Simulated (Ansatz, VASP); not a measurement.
P in VASP and in Ansatz

```xyz
1
Lattice="2.4196 0.0000 0.0000 0.0000 2.4196 0.0000 0.0000 0.0000 2.4196" Properties=species:S:1:pos:R:3 pbc="T T T"
P     0.0000    0.0000    0.0000
```

Alike in both runs: task single point; functional revPBE; k mesh 14 × 14 × 14; occupations fermi-dirac, width 0.1 eV; no spin polarisation.

|  | VASP | Ansatz |
| --- | --- | --- |
| version | VASP 6.6.1 | Ansatz 0.2.0 |
| potentials or method | VASP PAW PBE potentials, release 64 (P), cutoff 520 eV | plane waves (420 eV) with PAW, scalar-relativistic |
| valence electrons in the cell | 5 | 5 |

```tsv
	VASP	Ansatz	Ansatz less VASP
pressure (GPa)	4.9	5.5	+0.65
```

VASP's potentials were made for PBE, not for revPBE.
